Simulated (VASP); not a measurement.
# CuH2CO3 (P1) in VASP: single point with PBE+U

Aim: the single point of CuH2CO3 with PBE+U.

All numbers are computed with VASP 6.6.1; they aren't measurements. Logs are shortened: lines on timing, memory, paths and dates and some standing lists are left out, and cuts for length are marked.

**1. The cell of the first run**

The typed cell holds 14 atoms: a = 3.277 Å, b = 5.971 Å, c = 7.299 Å, α = 89.93°, β = 101.83°, γ = 90.09°.

**2. Single point, PBE+U, collinear spin**

Contents of INCAR:

```
SYSTEM = CuH2CO3
  PREC = Accurate
  ENCUT = 520
  EDIFF = 1E-6
  ISMEAR = -1
  SIGMA = 0.1
  LREAL = .False.
  LASPH = .True.
  NELM = 150
  ALGO = Normal
  ISIF = 2
  LWAVE = .False.
  LCHARG = .False.
  ISPIN = 2
  MAGMOM = 1 -1 0 0 0 0 0 0 0 0 0 0 0 0
  LORBIT = 11
  LMAXMIX = 4
  LDAU = .True.
  LDAUTYPE = 2
  LDAUL = 2 -1 -1 -1
  LDAUU = 1.54 0 0 0
  LDAUJ = 0 0 0 0
  LDAUPRINT = 1
  GGA = PE
  NBANDS = 52
```

Contents of KPOINTS:

```
Automatic mesh
0
Gamma
  6 3 3
  0 0.5 0
```

Contents of POSCAR:

```
CuH2CO3
1.0
    3.2766640000     -0.0024320000     -0.0012440000
   -0.0044340000      5.9710530000      0.0028610000
   -1.4938750000      0.0045230000      7.1448020000
Cu O C H
2 6 2 4
Direct
    0.5068390000      0.4981640000      0.4995910000
    0.5146530000      0.9964550000      0.4951400000
    0.1014420000      0.7510100000      0.4384830000
    0.8951040000      0.2516170000      0.5593330000
    0.4260410000      0.4409040000      0.2288930000
    0.5749330000      0.9415570000      0.7728280000
    0.5824850000      0.5555670000      0.7731070000
    0.4241840000      0.0609040000      0.2279120000
    0.4142790000      0.2528010000      0.1509090000
    0.5881000000      0.7517640000      0.8511730000
    0.3940450000      0.2490380000      0.0046320000
    0.5991290000      0.7501510000      0.9987480000
    0.0414080000      0.7486420000      0.3139100000
    0.9401340000      0.2463480000      0.6836310000
```

Potentials or basis: VASP PAW PBE potentials, release 64 (Cu, O, C, H).

Run with:

```sh
> cat potpaw_PBE.64/Cu/POTCAR potpaw_PBE.64/O/POTCAR potpaw_PBE.64/C/POTCAR potpaw_PBE.64/H/POTCAR > POTCAR
> mpirun -np 1 vasp_std > vasp.out
```

OUTCAR:

```text
SYSTEM = CuH2CO3
   PREC = Accurate
   ENCUT = 520
   EDIFF = 1E-6
   ISMEAR = -1
   LREAL = .False.
   LASPH = .True.
   NELM = 150
   ISIF = 2
   ISPIN = 2
   LORBIT = 11
   GGA = PE

 ion  position               nearest neighbor table
   1  0.507  0.498  0.500-   4 1.94   5 1.97   7 1.99   3 2.00
   2  0.515  0.996  0.495-   8 1.95   4 1.96   3 1.98   6 2.02
   3  0.101  0.751  0.438-  13 0.89   2 1.98   1 2.00
   4  0.895  0.252  0.559-  14 0.89   1 1.94   2 1.96
   5  0.426  0.441  0.229-   9 1.26   1 1.97
   6  0.575  0.942  0.773-  10 1.27   2 2.02
   7  0.582  0.556  0.773-  10 1.30   1 1.99
   8  0.424  0.061  0.228-   9 1.27   2 1.95
   9  0.414  0.253  0.151-  11 1.06   5 1.26   8 1.27
  10  0.588  0.752  0.851-  12 1.07   6 1.27   7 1.30
  11  0.394  0.249  0.005-   9 1.06
  12  0.599  0.750  0.999-  10 1.07
  13  0.041  0.749  0.314-   3 0.89
  14  0.940  0.246  0.684-   4 0.89

  LATTYP: Found a triclinic cell.
 ALAT       =     3.2766651387
 B/A-ratio  =     2.6712386785
 C/A-ratio  =     1.8222964749
 COS(alpha) =     0.0000772166
 COS(beta)  =     0.0014849817
 COS(gamma) =     0.5777312496

  Lattice vectors:

 A1 = (   3.2766640000,  -0.0024320000,  -0.0012440000)
 A2 = (   5.0594530000,  -0.0003410000,   7.1423140000)
 A3 = (   0.0044340000,  -5.9710530000,  -0.0028610000)

Analysis of symmetry for initial positions (statically):
=====================================================================
 Subroutine PRICEL returns:
 Original cell was already a primitive cell.

 Routine SETGRP: Setting up the symmetry group for a
 triclinic supercell.

 Subroutine GETGRP returns: Found  1 space group operations
 (whereof  1 operations were pure point group operations)
 out of a pool of  2 trial point group operations.

The static configuration has the point symmetry C_1 .

Analysis of symmetry for dynamics (positions and initial velocities):
=====================================================================
 Subroutine PRICEL returns:
 Original cell was already a primitive cell.

 Routine SETGRP: Setting up the symmetry group for a
 triclinic supercell.

 Subroutine GETGRP returns: Found  1 space group operations
 (whereof  1 operations were pure point group operations)
 out of a pool of  2 trial point group operations.

The dynamic configuration has the point symmetry C_1 .

Analysis of structural, dynamic, and magnetic symmetry:
=====================================================================
 Subroutine PRICEL returns:
 Original cell was already a primitive cell.

 Routine SETGRP: Setting up the symmetry group for a
 triclinic supercell.

 Subroutine GETGRP returns: Found  1 space group operations
 (whereof  1 operations were pure point group operations)
 out of a pool of  2 trial point group operations.

The overall configuration has the point symmetry C_1 .

 Subroutine INISYM returns: Found  1 space group operations
 (whereof  1 operations are pure point group operations),
 and found     1 'primitive' translations

----------------------------------------------------------------------------------------

                                     Primitive cell

  volume of cell :     139.7778

  direct lattice vectors                    reciprocal lattice vectors
[... 185 lines left out ...]
  o =  1.0184  v = -0.4486 -0.3699 -0.7869  0.2013 -0.0478  0.0000  0.0000  0.0000  0.0000  0.0000      0.0000  0.0000  0.0000  0.0000  0.0000  0.0000  0.0000  0.0000  0.0000  0.0000

atom =   2  type =  1  l = 2

 onsite density matrix

spin component  1

  0.8405 -0.1162  0.1921 -0.0565  0.0194
 -0.1162  0.8595  0.1806 -0.0516  0.0183
  0.1921  0.1806  0.6607  0.0930 -0.0323
 -0.0565 -0.0516  0.0930  0.9349  0.0107
  0.0194  0.0183 -0.0323  0.0107  0.9642

spin component  2

  0.9722  0.0080 -0.0208  0.0044 -0.0005
  0.0080  0.9747 -0.0143  0.0063 -0.0017
 -0.0208 -0.0143  0.9969 -0.0080  0.0021
  0.0044  0.0063 -0.0080  0.9655 -0.0007
 -0.0005 -0.0017  0.0021 -0.0007  0.9646

 occupancies and eigenvectors

  o =  0.4003  v = -0.4667 -0.4346  0.7340 -0.2205  0.0765  0.0000  0.0000  0.0000  0.0000  0.0000      0.0000  0.0000  0.0000  0.0000  0.0000  0.0000  0.0000  0.0000  0.0000  0.0000
  o =  0.9590  v = -0.5027 -0.3513 -0.2954  0.7096 -0.1820  0.0000  0.0000  0.0000  0.0000  0.0000      0.0000  0.0000  0.0000  0.0000  0.0000  0.0000  0.0000  0.0000  0.0000  0.0000
  o =  0.9603  v =  0.0000  0.0000  0.0000  0.0000  0.0000  0.8556 -0.0220  0.4948  0.0442 -0.1439      0.0000  0.0000  0.0000  0.0000  0.0000  0.0000  0.0000  0.0000  0.0000  0.0000
  o =  0.9623  v =  0.0000  0.0000  0.0000  0.0000  0.0000 -0.0615 -0.4301 -0.0049  0.8998 -0.0399      0.0000  0.0000  0.0000  0.0000  0.0000  0.0000  0.0000  0.0000  0.0000  0.0000
  o =  0.9645  v =  0.0000  0.0000  0.0000  0.0000  0.0000  0.1063  0.1386  0.0949  0.1172  0.9730      0.0000  0.0000  0.0000  0.0000  0.0000  0.0000  0.0000  0.0000  0.0000  0.0000
  o =  0.9646  v =  0.6764 -0.2612  0.4346  0.5340  0.0122  0.0000  0.0000  0.0000  0.0000  0.0000      0.0000  0.0000  0.0000  0.0000  0.0000  0.0000  0.0000  0.0000  0.0000  0.0000
  o =  0.9678  v = -0.0334 -0.1229 -0.1667  0.0957  0.9731  0.0000  0.0000  0.0000  0.0000  0.0000      0.0000  0.0000  0.0000  0.0000  0.0000  0.0000  0.0000  0.0000  0.0000  0.0000
  o =  0.9682  v = -0.2661  0.7774  0.3965  0.3918  0.1185  0.0000  0.0000  0.0000  0.0000  0.0000      0.0000  0.0000  0.0000  0.0000  0.0000  0.0000  0.0000  0.0000  0.0000  0.0000
  o =  0.9692  v =  0.0000  0.0000  0.0000  0.0000  0.0000  0.2340 -0.8091 -0.3588 -0.3652  0.1687      0.0000  0.0000  0.0000  0.0000  0.0000  0.0000  0.0000  0.0000  0.0000  0.0000
  o =  1.0177  v =  0.0000  0.0000  0.0000  0.0000  0.0000 -0.4452 -0.3751  0.7857 -0.2032  0.0499      0.0000  0.0000  0.0000  0.0000  0.0000  0.0000  0.0000  0.0000  0.0000  0.0000

 number of electron      69.9999998 magnetization       0.0001707

 Free energy of the ion-electron system (eV)
  ---------------------------------------------------
  ext. energy  EPLUGINS =         0.00000000
  ---------------------------------------------------
  free energy    TOTEN  =       -78.90999755 eV

  energy without entropy =      -78.90708312  energy(sigma->0) =      -78.90854034

 E-fermi :   1.4678     XC(G=0):  -9.2190

 val. band max:        0.9309903119   @ k =  -0.3333   0.1667   0.0000
 cond. band min:       2.0420428734   @ k =   0.5000   0.5000   0.3333
 fundamental gap:      1.1110525615
 Fermi energy:         1.4678181618

 spin component 1

 k-point     1 :      -0.0000    0.1667    0.0000
  band No.  band energies     occupation
      1     -21.0805      1.00000
      2     -20.7186      1.00000
      3     -18.9513      1.00000
      4     -18.8823      1.00000
      5     -18.6599      1.00000
      6     -18.5318      1.00000
[... 2393 lines left out ...]
     46      11.3230      0.00000
     47      12.2011      0.00000

 [... further k-points ...]

 [bands above 47 left out]

------------------------ aborting loop because EDIFF is reached ----------------------------------------

  FORCE on cell =-STRESS in cart. coord.  units (eV):
  Direction    XX          YY          ZZ          XY          YZ          ZX
  --------------------------------------------------------------------------------------
  -------------------------------------------------------------------------------------
  Total        1.7486560      0.2347012     13.9880105      0.0437730     -0.5786459     -0.0338392
  in kB       20.0436474      2.6902187    160.3349911      0.5017400     -6.6326221     -0.3878761
  external PRESSURE =      61.0229524 kB  Pullay stress =       0.0000000 kB

 VOLUME and BASIS-vectors are now :
 -----------------------------------------------------------------------------
  energy-cutoff  :      520.00
  volume of cell :      139.78
      direct lattice vectors                 reciprocal lattice vectors
     3.276664000 -0.002432000 -0.001244000     0.305212821  0.000196069  0.063815473
    -0.004434000  5.971053000  0.002861000     0.000124272  0.167474779 -0.000080036
    -1.493875000  0.004523000  7.144802000     0.000053092 -0.000067028  0.139973034

 POSITION                                       TOTAL-FORCE (eV/Angst)
 -----------------------------------------------------------------------------------
      0.91221      2.97559      3.57027        -0.298070      0.329155      0.159265
      0.94225      5.95087      3.53989        -0.215225     -0.053538      0.318871
     -0.32598      4.48606      3.13490         0.458417      0.001649      5.675851
      2.09627      1.50277      3.99593         0.123001     -0.036675     -5.610065
      1.05210      2.63266      1.63613        -0.027896      0.708393      0.107550
      0.72518      5.62418      5.52368         0.107081     -0.001247     -0.159129
      0.75122      3.31940      5.52456        -0.061926      1.290935      0.566995
      1.04917      0.36366      1.62803         0.024697     -0.156797     -0.151607
      1.13089      1.50916      1.07842        -0.226669     -0.691893      1.423098
      0.65213      4.49124      6.08288         0.218960     -1.268596     -1.851904
      1.28313      1.48608      0.03332         0.249562      0.118366     -1.716656
      0.46781      4.48225      7.13726        -0.169051     -0.023913      1.129236
     -0.33658      4.47150      2.24492        -0.196242     -0.086371     -5.746455
      2.05815      1.47176      4.88394         0.013360     -0.129468      5.854949
 -----------------------------------------------------------------------------------
    total drift:                                0.000538      0.002241     -0.000410

  FREE ENERGIE OF THE ION-ELECTRON SYSTEM (eV)
  ---------------------------------------------------
  free  energy   TOTEN  =       -78.9099975488 eV

  energy  without entropy=      -78.9070831221  energy(sigma->0) =      -78.90854034

 total charge

# of ion       s       p       d       tot
------------------------------------------
    1        0.343   0.361   9.114   9.818
    2        0.341   0.358   9.114   9.814
    3        1.569   3.594   0.000   5.163
    4        1.569   3.604   0.000   5.173
    5        1.575   3.575   0.000   5.150
    6        1.575   3.553   0.000   5.128
    7        1.573   3.521   0.000   5.094
    8        1.574   3.561   0.000   5.135
    9        0.885   1.739   0.000   2.624
   10        0.875   1.697   0.000   2.572
   11        0.676   0.056   0.000   0.732
   12        0.663   0.053   0.000   0.715
   13        0.725   0.207   0.000   0.932
   14        0.725   0.209   0.000   0.934
--------------------------------------------------
tot         14.669  26.088  18.228  58.985

 magnetization (x)

# of ion       s       p       d       tot
------------------------------------------
    1       -0.003  -0.003   0.616   0.609
    2        0.003   0.003  -0.615  -0.608
    3        0.000  -0.003   0.000  -0.003
    4        0.000   0.002   0.000   0.002
    5        0.004   0.064   0.000   0.068
    6       -0.004  -0.063   0.000  -0.067
    7        0.004   0.070   0.000   0.074
    8       -0.004  -0.070   0.000  -0.074
    9        0.000  -0.000   0.000  -0.000
   10        0.000   0.000   0.000   0.000
   11       -0.000  -0.000   0.000  -0.000
   12        0.000   0.000   0.000   0.000
   13        0.000  -0.000   0.000   0.000
   14       -0.000   0.000   0.000   0.000
--------------------------------------------------
tot          0.000  -0.002   0.001  -0.000
```

Wall time 6.6 min (1 thread of Intel Xeon Platinum 8488C (Sapphire Rapids), shared host); peak memory 0.47 GiB.

Results:

| Quantity | Value |
| --- | --- |
| Free energy | -78.9100 eV |
| Pressure | 6.1 GPa |
| Largest force | 5.856 eV/Å |
| Band gap on the k mesh | 1.11 eV (least direct gap 1.19 eV) |
| Net moment | 0.00 μB per cell |
| Site moments | Cu +0.61, -0.61; O -0.00, +0.00, +0.07, -0.07 (each value once); C -0.00, +0.00; H -0.00, +0.00 (each value once) μB |
| Valence electrons inside the program's atomic spheres | Cu 9.82, 9.81; O 5.16, 5.17, 5.15, 5.13, 5.09 (each value once); C 2.62, 2.57; H 0.73, 0.71, 0.93 (each value once) |

Forces in eV/Å, atoms in the order of the input:
```
Cu  -0.298  0.329  0.159
Cu  -0.215 -0.054  0.319
O    0.458  0.002  5.676
O    0.123 -0.037 -5.610
O   -0.028  0.708  0.108
O    0.107 -0.001 -0.159
O   -0.062  1.291  0.567
O    0.025 -0.157 -0.152
C   -0.227 -0.692  1.423
C    0.219 -1.269 -1.852
H    0.250  0.118 -1.717
H   -0.169 -0.024  1.129
H   -0.196 -0.086 -5.746
H    0.013 -0.129  5.855
```

Levels at points of the mesh, in eV from the valence-band top:
Spin up:
| k point | band 31 | band 32 | band 33 | band 34 | band 35 | band 36 | band 37 | band 38 | band 39 | band 40 |
| --- | --- | --- | --- | --- | --- | --- | --- | --- | --- | --- |
| (0.00, 0.50, 0.00) | -1.51 | -1.37 | -0.96 | -0.77 | -0.20 | 1.31 | 4.69 | 4.80 | 5.56 | 5.70 |
| (0.50, 0.50, 0.00) | -1.67 | -1.53 | -1.10 | -0.81 | -0.42 | 1.15 | 3.50 | 3.60 | 7.67 | 7.77 |
Spin down:
```csv
k point,band 32,band 33,band 34,band 35,band 36,band 37,band 38,band 39
"(0.00, 0.50, 0.00)",-1.33,-0.99,-0.74,-0.23,1.35,4.69,4.80,5.55
"(0.50, 0.50, 0.00)",-1.51,-1.13,-0.78,-0.46,1.19,3.50,3.60,7.68
```

Eigenvalues of the final occupation matrices:
| site | spin | trace | eigenvalues |
| --- | --- | --- | --- |
| site 1 d | 1 | 4.87 | 0.96 0.96 0.96 0.97 1.02 |
| site 1 d | 2 | 4.26 | 0.40 0.96 0.96 0.97 0.97 |
| site 2 d | 1 | 4.26 | 0.40 0.96 0.96 0.97 0.97 |
| site 2 d | 2 | 4.87 | 0.96 0.96 0.96 0.97 1.02 |

Caveat: the cell stands under pressure; a shifted mesh leaves out Γ, where band edges can lie; forces of over 1 eV/Å act on the atoms, so gaps and moduli don't describe the material at rest.
